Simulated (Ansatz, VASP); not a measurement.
# B3As2 in VASP and in Ansatz

```
B As
1.0
     3.17613    0.00000    0.00000
    -1.58807    2.75061    0.00000
     0.00000    0.00000    6.83398
B As
3 2
Direct
  0.00000 0.00000 0.00000
  0.33333 0.66667 0.48397
  0.66667 0.33333 0.51603
  0.33333 0.66667 0.18364
  0.66667 0.33333 0.81636
```

Change from the starting cell: species swapped into the Al3Pd2 type (P-3m1, No. 164).

Alike in both runs: functional PBE; k mesh 6 × 6 × 4; occupations gaussian, width 0.1 eV; no spin polarisation.

Ansatz relaxed the structure, and its values are those at the end. VASP's run is a single point on that final structure, the one shown.

|  | VASP | Ansatz |
| --- | --- | --- |
| version | VASP 6.6.1 | Ansatz 0.2.0 |
| potentials or method | VASP PAW PBE potentials, release 64 (B, As_d), cutoff 600 eV | scalar-relativistic, plane waves, PAW |
| valence electrons in the cell | 39 | 39 |

|  | VASP | Ansatz | Ansatz less VASP |
| --- | --- | --- | --- |
| gap on the k mesh at the Fermi level (eV) | none | none | - |
| pressure (GPa) | 0.0 | 0.0 | -0.02 |
| rms of the force components (eV/Å) | 0.016 | 0.009 | -0.0072 |

A gap of «none» marks a metal or a gap that the smearing closes.

The k mesh is coarse, so the values compare programs but aren't converged.
